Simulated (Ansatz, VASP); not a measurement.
# Two plane-wave programs on Ca3As2

```
CELL_PARAMETERS angstrom
5.21824 0.00000 0.00000
-2.60912 4.51913 0.00000
0.00000 0.00000 8.02738
ATOMIC_POSITIONS crystal
Ca 0.50000 0.00000 0.00000
Ca 0.00000 0.50000 0.00000
Ca 0.50000 0.50000 0.00000
As 0.00000 0.00000 0.18079
As 0.00000 0.00000 0.81921
```

Alike in both runs: task single point; functional PBE; k mesh 6 × 6 × 2; occupations gaussian, width 0.1 eV; no spin polarisation.

```csv
,VASP,Ansatz
version,VASP 6.6.1,Ansatz 0.2.0
potentials or method,"VASP PAW PBE potentials, release 64 (Ca_sv, As), cutoff 520 eV","scalar-relativistic, plane waves, PAW"
valence electrons in the cell,40,60
```

```csv
,VASP,Ansatz,Ansatz less VASP
gap on the k mesh at the Fermi level (eV),none,none,-
pressure (GPa),7.6,7.4,-0.21
"traceless stress, the component that is largest in VASP (GPa)",-10.42,-10.28,+0.142
rms of the force components (eV/Å),0.408,0.421,+0.0133
```

Atom by atom the forces differ by 0.013 eV/Å (rms over components). A gap of «none» marks a metal or a gap that the smearing closes. VASP's potentials hold 40 valence electrons a cell and Ansatz's 60, so a difference there can come from the potentials and not from the codes.

The k mesh is coarse, so the values compare programs but aren't converged.
